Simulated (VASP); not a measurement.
# PbSe in VASP: settings compared

PbSe is run at these levels: PBE, r2SCAN; tasks: electric field gradients.

Everything below comes from runs of VASP 6.6.1. Logs are shortened: lines on timing, memory, paths and dates and some standing lists are left out, and cuts for length are marked.

## 1. The cell of the first run

Symmetry: I4/mmm, No. 139, tetragonal system. The conventional cell has a = 4.331 Å, b = 4.331 Å, c = 6.308 Å, α = 90.00°, β = 90.00°, γ = 90.00°. Pb (site symmetry 4/mmm) has 6 Se at 3.06 to 3.15 Å within 4.0 Å. Se (site symmetry 4/mmm) has 6 Pb at 3.06 to 3.15 Å within 4.0 Å.

## 2. Electric field gradients, PBE (zz strain of +3 %)

Input file INCAR:

```
SYSTEM = PbSe
ALGO = Normal
EDIFF = 1E-8
ENCUT = 520
GGA = PE
ISIF = 2
ISMEAR = -1
LASPH = .True.
LCHARG = .False.
LEFG = .True.
LREAL = .False.
LWAVE = .False.
NBANDS = 17
NELM = 60
PREC = Accurate
SIGMA = 0.01
```

Input file KPOINTS:

```
k-points
0
Gamma
  9 9 9
  0 0 0
```

Input file POSCAR:

```
PbSe
1.0
    0.0000000000      3.0621500000      3.1540145000
    3.0621500000      0.0000000000      3.1540145000
    3.0621500000      3.0621500000      0.0000000000
Pb Se
1 1
Direct
    0.0000000000      0.0000000000      0.0000000000
    0.5000000000      0.5000000000      0.5000000000
```

Potentials or basis: VASP PAW PBE potentials, release 64 (Pb_d, Se).

On the command line:

```bash
$ cat potpaw_PBE.64/Pb_d/POTCAR potpaw_PBE.64/Se/POTCAR > POTCAR
$ mpirun -np 1 vasp_std > vasp.out
```

OUTCAR:

```text
SYSTEM = PbSe
   EDIFF = 1E-8
   ENCUT = 520
   GGA = PE
   ISIF = 2
   ISMEAR = -1
   LASPH = .True.
   LREAL = .False.
   NELM = 60
   PREC = Accurate

 ion  position               nearest neighbor table
   1  0.000  0.000  0.000-   2 3.06   2 3.06   2 3.06   2 3.06   2 3.15   2 3.15
   2  0.500  0.500  0.500-   1 3.06   1 3.06   1 3.06   1 3.06   1 3.15   1 3.15

  LATTYP: Found a body centered tetragonal cell.
 ALAT       =     4.3305340600
 C/A-ratio  =     1.4566399692

  Lattice vectors:

 A1 = (  -3.0621500000,   0.0000000000,   3.1540145000)
 A2 = (   3.0621500000,   0.0000000000,   3.1540145000)
 A3 = (   0.0000000000,   3.0621500000,  -3.1540145000)

Analysis of symmetry for initial positions (statically):
=====================================================================
 Subroutine PRICEL returns:
 Original cell was already a primitive cell.

 Routine SETGRP: Setting up the symmetry group for a
 body centered tetragonal supercell.

 Subroutine GETGRP returns: Found 16 space group operations
 (whereof 16 operations were pure point group operations)
 out of a pool of 16 trial point group operations.

The static configuration has the point symmetry D_4h.

Analysis of symmetry for dynamics (positions and initial velocities):
=====================================================================
 Subroutine PRICEL returns:
 Original cell was already a primitive cell.

 Routine SETGRP: Setting up the symmetry group for a
 body centered tetragonal supercell.

 Subroutine GETGRP returns: Found 16 space group operations
 (whereof 16 operations were pure point group operations)
 out of a pool of 16 trial point group operations.

The dynamic configuration has the point symmetry D_4h.

 Subroutine INISYM returns: Found 16 space group operations
 (whereof 16 operations are pure point group operations),
 and found     1 'primitive' translations

----------------------------------------------------------------------------------------

                                     Primitive cell

  volume of cell :      59.1489

  direct lattice vectors                    reciprocal lattice vectors
     0.000000000  3.062150000  3.154014500    -0.163283967  0.163283967  0.158528123
     3.062150000  0.000000000  3.154014500     0.163283967 -0.163283967  0.158528123
     3.062150000  3.062150000  0.000000000     0.163283967  0.163283967 -0.158528123

  length of vectors
     4.395972030  4.395972030  4.330534060     0.280097258  0.280097258  0.280097258

  position of ions in fractional coordinates (direct lattice)
     0.000000000  0.000000000  0.000000000
     0.500000000  0.500000000  0.500000000

  ion indices of the primitive-cell ions
   primitive index   ion index
                 1           1
                 2           2

----------------------------------------------------------------------------------------

 KPOINTS: k-points

Automatic generation of k-mesh.
 Grid dimensions read from file:
 generate k-points for:    9    9    9

 Generating k-lattice:

  Cartesian coordinates                     Fractional coordinates (reciprocal lattice)
    -0.018142663  0.018142663  0.017614236     0.111111111  0.000000000  0.000000000
     0.018142663 -0.018142663  0.017614236     0.000000000  0.111111111  0.000000000
     0.018142663  0.018142663 -0.017614236    -0.000000000 -0.000000000  0.111111111

  Length of vectors
     0.031121918  0.031121918  0.031121918

  Shift w.r.t. Gamma in fractional coordinates (k-lattice)
     0.000000000  0.000000000  0.000000000

 Subroutine IBZKPT returns following result:
 ===========================================

 Found     75 irreducible k-points:

 Following reciprocal coordinates:
            Coordinates               Weight
  0.000000  0.000000  0.000000      1.000000
  0.111111 -0.000000  0.000000      8.000000
  0.222222 -0.000000  0.000000      8.000000
  0.333333 -0.000000  0.000000      8.000000
  0.444444 -0.000000  0.000000      8.000000
  0.111111  0.111111  0.000000      2.000000
[... 16 lines left out ...]
 -0.333333  0.333333  0.000000      4.000000
  0.444444  0.444444  0.000000      2.000000
 [... further k-points ...]
   k-points           NKPTS =     75   k-points in BZ     NKDIM =     75   number of bands    NBANDS=     17
   number of dos      NEDOS =    301   number of ions     NIONS =      2
   total plane-waves  NPLWV =  41472
   dimension x,y,z NGX =    36 NGY =   36 NGZ =   32
   dimension x,y,z NGXF=    72 NGYF=   72 NGZF=   64
   ions per type =               1   1
   NGX,Y,Z   is equivalent  to a cutoff of  13.61, 13.61, 12.28 a.u.
   NGXF,Y,Z  is equivalent  to a cutoff of  27.23, 27.23, 24.57 a.u.
 SYSTEM =  PbSe
   PREC   = accura    normal or accurate (medium, high low for compatibility)
   ISTART =      0    job   : 0-new  1-cont  2-samecut
   ICHARG =      2    charge: 1-file 2-atom 10-const
   ISPIN  =      1    spin polarized calculation?
   LNONCOLLINEAR =      F non collinear calculations
   LSORBIT =      F    spin-orbit coupling
   LASPH  =      T    aspherical Exc in radial PAW
   ENCUT  =  520.0 eV  38.22 Ry    6.18 a.u.   8.17  8.17  8.05*2*pi/ulx,y,z
   NELM   =     60;   NELMIN=  2; NELMDL= -5     # of ELM steps
   EDIFF  = 0.1E-07   stopping-criterion for ELM
   LREAL  =      F    real-space projection
   EDIFFG = 0.1E-06   stopping-criterion for IOM
   NSW    =      0    number of steps for IOM
   IBRION =     -1    ionic relax: 0-MD 1-quasi-New 2-CG
   NFREE  =      0    steps in history (QN), initial steepest desc. (CG)
   ISIF   =      2    stress and relaxation
   ISYM   =      2    0-nonsym 1-usesym 2-fastsym
   POTIM  = 0.5000    time-step for ionic-motion
   TEBEG  =    0.0;   TEEND  =   0.0 temperature during run
   PSTRESS=    0.0 pullay stress
   NELECT =      20.0000    total number of electrons
   NUPDOWN=      -1.0000    fix difference up-down
   EMIN   =  10.00;   EMAX   =-10.00  energy-range for DOS
   EFERMI =   0.00;   METHOD = LEGACY
   ISMEAR =    -1;   SIGMA  =   0.01  broadening in eV -4-tet -1-fermi 0-gaus
   EFERMI_NEDOS =   21; number of points for ismear=-14 and -15
   IALGO  =     38    algorithm
   IMIX   =      4    mixing-type and parameters
     AMIX     =   0.40;   BMIX     =  1.00
     AMIX_MAG =   1.60;   BMIX_MAG =  1.00
  volume/ion in A,a.u.               =      29.57       199.58
  Fermi-wavevector in a.u.,A,eV,Ry     =   1.140519  2.155269 17.698244  1.300784
  Thomas-Fermi vector in A             =   2.277221
   LORBIT       =      0    0 simple, 1 ext, 2 COOP (PROOUT), +10 PAW based schemes
   GGA     = PE    functional components
   LHFCALC =     F    Hartree Fock is set to
   AEXX    =    0.0000 exact exchange contribution
   IVDW    =     0    specifies the selected vdW correction
   LEPSILON=     F    determine dielectric tensor
   LRPA    =     F    only Hartree local field effects (RPA)
 non-spin polarized calculation
  energy-cutoff  :      520.00
  volume of cell :       59.15
 maximum number of plane-waves:      1608
 NGX is ok and might be reduce to    36
   NGX = 17   NGY = 17   NGZ = 17

 number of electron      20.0000000 magnetization

 Free energy of the ion-electron system (eV)
  ---------------------------------------------------
  ext. energy  EPLUGINS =         0.00000000
  ---------------------------------------------------
  free energy    TOTEN  =        -8.18470132 eV

  energy without entropy =       -8.18470132  energy(sigma->0) =       -8.18470132

 E-fermi :   4.7848     XC(G=0):  -9.3862

 val. band max:        4.5293367173   @ k =   0.4444  -0.0000   0.0000
 cond. band min:       5.2485322304   @ k =   0.4444  -0.0000   0.0000
 fundamental gap:      0.7191955131
 Fermi energy:         4.7847533203

 k-point     1 :       0.0000    0.0000    0.0000
  band No.  band energies     occupation
      1     -12.1038      2.00000
      2     -12.1015      2.00000
      3     -12.1015      2.00000
      4     -12.0921      2.00000
      5     -12.0839      2.00000
      6      -8.6487      2.00000
[... 9 lines left out ...]
     16      11.3368      0.00000
     17      12.6735      0.00000

 k-point     2 :       0.1111   -0.0000    0.0000
  band No.  band energies     occupation
      1     -12.1053      2.00000
      2     -12.1005      2.00000
      3     -12.0996      2.00000
      4     -12.0897      2.00000
      5     -12.0855      2.00000
      6      -8.5601      2.00000
[... 9 lines left out ...]
     16      11.5920      0.00000
     17      13.4952      0.00000
[... 421 lines left out ...]
 k-point    24 :       0.4444    0.4444    0.0000
  band No.  band energies     occupation
      1     -12.1994      2.00000
      2     -12.1061      2.00000
      3     -12.0697      2.00000
      4     -12.0658      2.00000
      5     -12.0658      2.00000
      6      -7.4670      2.00000
[... 9 lines left out ...]
     16      16.1049      0.00000
     17      17.2242      0.00000

 [... further k-points ...]
[... 5 lines left out ...]
  --------------------------------------------------------------------------------------
  -------------------------------------------------------------------------------------
  Total        0.7019219      0.7019219     -0.4479144      0.0000000     -0.0000000      0.0000000
  in kB       19.0130930     19.0130930    -12.1327430      0.0000000     -0.0000000      0.0000000
  external PRESSURE =       8.6311477 kB  Pullay stress =       0.0000000 kB

 VOLUME and BASIS-vectors are now :
 -----------------------------------------------------------------------------
  energy-cutoff  :      520.00
  volume of cell :       59.15
      direct lattice vectors                 reciprocal lattice vectors
     0.000000000  3.062150000  3.154014500    -0.163283967  0.163283967  0.158528123
     3.062150000  0.000000000  3.154014500     0.163283967 -0.163283967  0.158528123
     3.062150000  3.062150000  0.000000000     0.163283967  0.163283967 -0.158528123

 POSITION                                       TOTAL-FORCE (eV/Angst)
 -----------------------------------------------------------------------------------
      0.00000      0.00000      0.00000        -0.000000      0.000000      0.000000
      3.06215      3.06215      3.15401         0.000000     -0.000000     -0.000000
 -----------------------------------------------------------------------------------
    total drift:                                0.000000      0.000000      0.000000

  FREE ENERGIE OF THE ION-ELECTRON SYSTEM (eV)
  ---------------------------------------------------
  free  energy   TOTEN  =        -8.1847013170 eV

  energy  without entropy=       -8.1847013170  energy(sigma->0) =       -8.18470132

 Electric field gradients (V/A^2)
---------------------------------------------------------------------
 ion       V_xx      V_yy      V_zz      V_xy      V_xz      V_yz
---------------------------------------------------------------------
   1     -43.339   -43.339    86.678     0.001     0.000     0.000
   2      -2.833    -2.833     5.667     0.000     0.000     0.000
---------------------------------------------------------------------

 Electric field gradients after diagonalization (V/A^2)
 (convention: |V_zz| > |V_xx| > |V_yy|)
----------------------------------------------------------------------
 ion       V_xx      V_yy      V_zz     asymmetry (V_yy - V_xx)/ V_zz
----------------------------------------------------------------------
   1     -43.339   -43.338    86.678       0.000
   2      -2.834    -2.833     5.667       0.000
----------------------------------------------------------------------

           NMR quadrupolar parameters

 Cq : quadrupolar parameter    Cq=e*Q*V_zz/h
 eta: asymmetry parameters     (V_yy - V_xx)/ V_zz
 Q  : nuclear electric quadrupole moment in mb (millibarn)
----------------------------------------------------------------------
 ion       Cq(MHz)       eta       Q (mb)
----------------------------------------------------------------------
   1       0.210       0.000       1.000
   2       0.014       0.000       1.000
----------------------------------------------------------------------
```

Wall time 98 s (1 thread of Intel Xeon 8259CL, shared host); peak memory 0.24 GiB.

Results:

```
Free energy                             : -8.1847 eV
Pressure                                : 0.9 GPa
Band gap on the k mesh                  : 0.72 eV
Largest electric field gradient by atom : Pb +86.7; Se +5.7 V/Å²
```

Stress tensor (GPa, compression positive):
```
 1.90  0.00  0.00
 0.00  1.90  0.00
 0.00  0.00 -1.21
```

Electric field gradients, principal values (V/Å²):
```csv
atom,least,middle,greatest (by size)
1 Pb,-43.338,-43.339,86.678
2 Se,-2.833,-2.834,5.667
```

Caveat: the cell differs from its parent crystal (zz strain of +3 %); without QUAD_EFG the Cq values of the log hold for a quadrupole moment of 1 mb, not for the nuclei; spin-orbit coupling is left out, which moves the levels of the heavy elements; an odd mesh through Γ misses points on the zone boundary, where band edges can lie.

## 3. Electric field gradients, r2SCAN (27.56 Å³/atom)

This run uses another cell than the first one, of 27.56 Å³/atom.

Input file POSCAR:

```
PbSe
1.0
    0.0000000000      3.0207645214      3.0207645214
    3.0207645214      0.0000000000      3.0207645214
    3.0207645214      3.0207645214      0.0000000000
Pb Se
1 1
Direct
    0.0000000000      0.0000000000      0.0000000000
    0.5000000000      0.5000000000      0.5000000000
```

Input file INCAR.step1:

```
  ALGO = Normal
  EDIFF = 1E-4
  ENCUT = 520
  GGA = PE
  ISMEAR = -1
  LASPH = T
  LCHARG = F
  LREAL = F
  LWAVE = T
  NBANDS = 17
  NELM = 80
  PREC = Accurate
  SIGMA = 0.01
```

Input file INCAR.step2:

```
  ALGO = Normal
  EDIFF = 1E-8
  ENCUT = 520
  ISIF = 2
  ISMEAR = -1
  ISTART = 1
  LASPH = T
  LCHARG = F
  LEFG = T
  LMIXTAU = T
  LREAL = F
  LWAVE = F
  METAGGA = R2SCAN
  NBANDS = 17
  NELM = 80
  PREC = Accurate
  SIGMA = 0.01
```

Input file KPOINTS:

```
k-points
0
Gamma
  9 9 9
```

Potentials or basis: VASP PAW PBE potentials, release 64 (Pb_d, Se).

On the command line:

```bash
$ cat potpaw_PBE.64/Pb_d/POTCAR potpaw_PBE.64/Se/POTCAR > POTCAR
$ cp INCAR.step1 INCAR
$ mpirun -np 1 vasp_std > vasp.out
$ cp INCAR.step2 INCAR
$ mpirun -np 1 vasp_std > vasp.out
```

OUTCAR:

```text
EDIFF = 1E-8
   ENCUT = 520
   ISIF = 2
   ISMEAR = -1
   ISTART = 1
   LASPH = T
   LREAL = F
   METAGGA = R2SCAN
   NELM = 80
   PREC = Accurate

 ion  position               nearest neighbor table
   1  0.000  0.000  0.000-   2 3.02   2 3.02   2 3.02   2 3.02   2 3.02   2 3.02
   2  0.500  0.500  0.500-   1 3.02   1 3.02   1 3.02   1 3.02   1 3.02   1 3.02

  LATTYP: Found a face centered cubic cell.
 ALAT       =     6.0415290428

  Lattice vectors:

 A1 = (   0.0000000000,   3.0207645214,   3.0207645214)
 A2 = (   3.0207645214,   0.0000000000,   3.0207645214)
 A3 = (   3.0207645214,   3.0207645214,   0.0000000000)

Analysis of symmetry for initial positions (statically):
=====================================================================
 Subroutine PRICEL returns:
 Original cell was already a primitive cell.

 Routine SETGRP: Setting up the symmetry group for a
 face centered cubic supercell.

[... 668 lines left out ...]
      direct lattice vectors                 reciprocal lattice vectors
     0.000000000  3.020764521  3.020764521    -0.165521012  0.165521012  0.165521012
     3.020764521  0.000000000  3.020764521     0.165521012 -0.165521012  0.165521012
     3.020764521  3.020764521  0.000000000     0.165521012  0.165521012 -0.165521012

 POSITION                                       TOTAL-FORCE (eV/Angst)
 -----------------------------------------------------------------------------------
      0.00000      0.00000      0.00000        -0.000000     -0.000000     -0.000000
      3.02076      3.02076      3.02076         0.000000      0.000000      0.000000
 -----------------------------------------------------------------------------------
    total drift:                                0.000000     -0.000000     -0.000000

  FREE ENERGIE OF THE ION-ELECTRON SYSTEM (eV)
  ---------------------------------------------------
  free  energy   TOTEN  =       -71.8932312488 eV

  energy  without entropy=      -71.8932312488  energy(sigma->0) =      -71.89323125

 Electric field gradients (V/A^2)
---------------------------------------------------------------------
 ion       V_xx      V_yy      V_zz      V_xy      V_xz      V_yz
---------------------------------------------------------------------
   1      -0.000    -0.000    -0.000    -0.001    -0.001    -0.001
   2       0.000    -0.000    -0.000    -0.000    -0.000    -0.000
---------------------------------------------------------------------

 Electric field gradients after diagonalization (V/A^2)
 (convention: |V_zz| > |V_xx| > |V_yy|)
----------------------------------------------------------------------
 ion       V_xx      V_yy      V_zz     asymmetry (V_yy - V_xx)/ V_zz
----------------------------------------------------------------------
   1       0.001     0.001    -0.001       0.000
   2       0.000     0.000    -0.000       0.000
----------------------------------------------------------------------

           NMR quadrupolar parameters

 Cq : quadrupolar parameter    Cq=e*Q*V_zz/h
 eta: asymmetry parameters     (V_yy - V_xx)/ V_zz
 Q  : nuclear electric quadrupole moment in mb (millibarn)
----------------------------------------------------------------------
 ion       Cq(MHz)       eta       Q (mb)
----------------------------------------------------------------------
   1      -0.000       0.000       1.000
   2      -0.000       0.000       1.000
----------------------------------------------------------------------
```

Wall time 76 s (1 thread of Intel Xeon Platinum 8488C (Sapphire Rapids), shared host); peak memory 0.2 GiB.

What came out:

```yaml
Free_energy: -71.8932 eV
Pressure: 4.0 GPa
Largest_electric_field_gradient_by_atom: zero within the noise of the run
```

Caveat: this odd mesh misses L, so gap, dielectric constants and Born charges aren't listed; the cell stands under pressure; the PAW data sets were made with another functional, which shifts forces and pressure a little; spin-orbit coupling is left out, which moves the levels of the heavy elements.

(Part 1 of 2 ends here.)
